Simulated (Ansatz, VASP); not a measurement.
One calculation of Zn4SeS3, two programs

```
Zn Se S
1.0
     5.51507   -0.00062   -0.00314
    -0.00063    5.51977    0.00228
    -0.00326    0.00236    5.51164
Zn Se S
4 1 3
Cartesian
  4.0984 4.1053 4.0955
  4.1010 1.4142 1.4125
  1.4138 4.1050 1.4124
  1.4113 1.4158 4.1005
  -0.0017 0.0002 0.0001
  2.7580 2.7601 -0.0003
  2.7544 0.0024 2.7546
  -0.0016 2.7616 2.7569
```

Change from the starting cell: cell x1, atoms moved at random (sigma 0.05 Å) and cell strained at random (1.5 %), then relaxed without symmetry.

Alike in both runs: functional PBE; k mesh 4 × 4 × 4; occupations gaussian, width 0.1 eV; no spin polarisation.

Ansatz relaxed the structure, and its values are those at the end. VASP's run is a single point on that final structure, the one shown.

```csv
,VASP,Ansatz
version,VASP 6.6.1,Ansatz 0.2.0
potentials or method,"VASP PAW PBE potentials, release 64 (Zn, Se, S), cutoff 520 eV","scalar-relativistic, plane waves, PAW"
valence electrons in the cell,72,82
```

Ansatz gave:

* gap on the k mesh at the Fermi level (eV): 1.73
* least direct gap on the mesh (eV): 1.73
* pressure (GPa): 0.0
* rms of the force components (eV/Å): 0.003

Q: Which values does VASP return?

A: gap on the k mesh at the Fermi level (eV): 1.73; least direct gap on the mesh (eV): 1.73; pressure (GPa): 0.2; rms of the force components (eV/Å): 0.004.

VASP's potentials hold 72 valence electrons a cell and Ansatz's 82, so a difference there can come from the potentials and not from the codes.
